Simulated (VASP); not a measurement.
Set up this calculation in VASP 6.6.1, as the native input.

| Item | Value |
| --- | --- |
| Task | relaxation of cell and atoms |
| Functional | PBE |
| Potentials or basis | VASP PAW PBE potentials, release 64 (Mg, S) |
| Cutoff | 600 eV |
| k mesh | 4 × 6 × 6 |
| Occupations | gaussian, width 0.1 eV |
| Spin | no spin polarisation |
| Dipole correction | no |
| Further INCAR settings | ALGO = Normal; EDIFF = 1e-07; IBRION = 2; EDIFFG = -0.04; NSW = 90; ISIF = 3 |

The structure of MgS lies in POSCAR:

```
MgS
1.0
    4.6198179000      0.0000000000      0.0000000000
    0.0000000000      1.4320827200      2.6209498700
    0.0000000000     -1.4320827200      2.6209498700
Mg S
1 1
Direct
    0.5000000000      0.6605584600      0.6605584600
    0.0000000000      0.3394415400      0.3394415400
```

The input as run:

INCAR

```
ALGO = Normal
EDIFF = 1E-7
EDIFFG = -0.04
ENCUT = 600
GGA = PE
IBRION = 2
ISIF = 3
ISMEAR = 0
LASPH = T
LCHARG = F
LREAL = F
LWAVE = F
NELM = 60
NSW = 90
PREC = Accurate
SIGMA = 0.1
```

KPOINTS

```
k-points
0
Gamma
  4 6 6
```

Potentials or basis: VASP PAW PBE potentials, release 64 (Mg, S).

The run is started by

```bash
$ cat potpaw_PBE.64/Mg/POTCAR potpaw_PBE.64/S/POTCAR > POTCAR
$ mpirun -np 1 vasp_std > vasp.out
```

It gave:

The relaxed volume is 18.63 Å³/atom and the relaxed cell is a = 3.307 Å, b = 3.605 Å, c = 3.605 Å, α = 60.11°, β = 90.00°, γ = 90.00°. The space group after relaxing (to 0.05 Å) is P-6m2 (No. 187) and the energy gained by relaxing is 1269.1 meV/atom. The ionic steps are 12 and the pressure after relaxing is 0.1 GPa. The largest force after relaxing is 0.030 eV/Å and the band gap on the k mesh is 1.12 eV, indirect (least direct gap 2.07 eV).

It took 63 s on 1 thread of AMD EPYC 9R45 96-Core Processor (Zen 5), on a shared host, peak memory 0.14 GiB.
